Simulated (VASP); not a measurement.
Mo: single point with PBEsol

Mo, a slab with vacuum:

```xyz
5
Lattice="2.5552 0.0000 0.0000 0.0000 2.7355 0.0000 0.0000 0.0000 25.4761" Properties=species:S:1:pos:R:3 pbc="T T T"
Mo    1.2776    0.0000    8.0000
Mo    1.2776    1.3678   10.3690
Mo    1.2776    0.0000   12.7380
Mo    1.2776    1.3678   15.1071
Mo    1.2776    0.0000   17.4761
```

```json
{"Program": "VASP 6.6.1", "Task": "single point", "Functional": "PBEsol", "Potentials or basis": "VASP PAW PBE potentials, release 64 (Mo_sv)", "Cutoff": "400 eV", "k mesh": "7 × 6 × 1", "Occupations": "fermi-dirac, width 0.1 eV", "Spin": "no spin polarisation"}
```

- Largest force: 0.377 eV/Å
- Band gap on the k mesh: zero (bands 35 and 36 overlap by 1.50 eV)

Forces on the atoms (eV/Å):
```
Mo   0.000  0.000  0.160
Mo   0.000  0.000 -0.377
Mo   0.000  0.000  0.000
Mo   0.000  0.000  0.377
Mo   0.000  0.000 -0.160
```

Levels at points of the mesh, in eV from the Fermi level:
| k point | band 32 | band 33 | band 34 | band 35 | band 36 | band 37 | band 38 | band 39 |
| --- | --- | --- | --- | --- | --- | --- | --- | --- |
| (0.00, 0.00, 0.00) | -1.51 | -1.07 | -0.64 | -0.59 | 0.26 | 0.48 | 0.99 | 1.15 |
| (0.00, 0.50, 0.00) | -0.60 | -0.06 | 0.98 | 1.05 | 1.09 | 1.31 | 1.42 | 1.53 |

It took 4 min on 1 thread of AMD EPYC 7R43 64-Core Processor (Zen 3) (shared host), peak memory 0.2 GiB.

Caveat: the k points lie up to 0.38 Å⁻¹ apart, too coarse for converged energies and pressures of a metal; the PAW data sets were made with another functional, which shifts forces and pressure a little.
